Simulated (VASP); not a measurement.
A run of VASP 6.6.1 is set up as follows.

File INCAR:

```
SYSTEM = Tl
PREC = Accurate
ENCUT = 520
EDIFF = 1E-7
ISMEAR = 0
SIGMA = 0.1
LREAL = .FALSE.
LASPH = .TRUE.
NELM = 100
ALGO = Normal
ISIF = 2
LWAVE = .FALSE.
LCHARG = .FALSE.
LDIPOL = .TRUE.
IDIPOL = 3
DIPOL = 0.5 0.5 0.288
GGA = PE
NBANDS = 20
```

Contents of KPOINTS:

```
Automatic mesh
0
G
  18 18 1
  0 0 0
```

Contents of POSCAR:

```
Tl
1.0
    3.3562132387     -0.0000002441      0.0000000000
   -1.6781064080      2.9065660473      0.0000000000
    0.0000000000      0.0000000000     29.4635336800
Tl
2
Direct
    0.0000000000      0.0000000000      0.2333461791
    0.0000000000      0.0000000000      0.3436382446
```

Potentials or basis: VASP PAW PBE potentials, release 64 (Tl_d).

Command:

```console
$ cat potpaw_PBE.64/Tl_d/POTCAR > POTCAR
$ mpirun -np 1 vasp_std > vasp.out
```

Task: What does it give for the band gap on the k mesh?

Result: Zero (bands 13 and 14 overlap by 1.69 eV).

Caveat: spin-orbit coupling is left out, which moves the levels of the heavy elements.
